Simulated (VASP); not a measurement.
Input of a VASP 6.6.1 run:

File INCAR:

```
ALGO     = Normal         # electronic algorithm
EDIFF    = 1E-6           # SCF threshold, eV
EDIFFG   = -0.01          # ionic threshold
ENCUT    = 600            # plane-wave cutoff, eV
GGA      = PE             # functional
IBRION   = 2              # ionic algorithm
ISIF     = 3              # what is computed and relaxed
ISMEAR   = -1             # smearing method
LASPH    = T              # aspherical terms in the spheres
LCHARG   = F              # write CHGCAR
LREAL    = F              # projectors in reciprocal space
LWAVE    = F              # write WAVECAR
NELM     = 80             # most SCF steps
NSW      = 60             # ionic steps
PREC     = Accurate       # precision mode
PSTRESS  = 300.0        
SIGMA    = 0.05           # smearing width, eV
```

File KPOINTS:

```
k-points
0
Gamma
  8 8 3
```

The input POSCAR:

```
Y
1.0
    3.6425441402      0.0000000000      0.0000000000
   -1.8212720701      3.1545357598      0.0000000000
    0.0000000000      0.0000000000     11.8441303500
Y
4
Direct
    0.6666666667      0.3333333333      0.7500000000
    0.0000000000      0.0000000000      0.5000000000
    0.3333333333      0.6666666667      0.2500000000
    0.0000000000      0.0000000000      0.0000000000
```

Potentials or basis: VASP PAW PBE potentials, release 64 (Y_sv).

Launch:

```sh
$ cat potpaw_PBE.64/Y_sv/POTCAR > POTCAR
$ mpirun -np 1 vasp_std > vasp.out
```

Question: Estimate the space group after relaxing (to 0.1 Å).

Answer: P6_3/mmc (No. 194).

Question: What does it give for the band gap on the k mesh?

Answer: Zero (bands 22 and 23 overlap by 1.85 eV).

Question: What does it give for the relaxed volume?

Answer: 21.54 Å³/atom.

Question: What does it give for the relaxed cell?

Answer: a = 3.135 Å, b = 3.135 Å, c = 10.122 Å, α = 90.00°, β = 90.00°, γ = 120.00°.

Final structure:
```
Y
1.0
     3.13480    0.00000    0.00000
    -1.56740    2.71481    0.00000
     0.00000    0.00000   10.12245
Y
4
Direct
  0.66667 0.33333 0.75000
  0.00000 0.00000 0.50000
  0.33333 0.66667 0.25000
  0.00000 0.00000 0.00000
```

Caveat: the cell is relaxed towards a set pressure, so the run minimises the enthalpy, not the energy; the volume moved by over 15 % at a fixed basis, so the end points are rough.
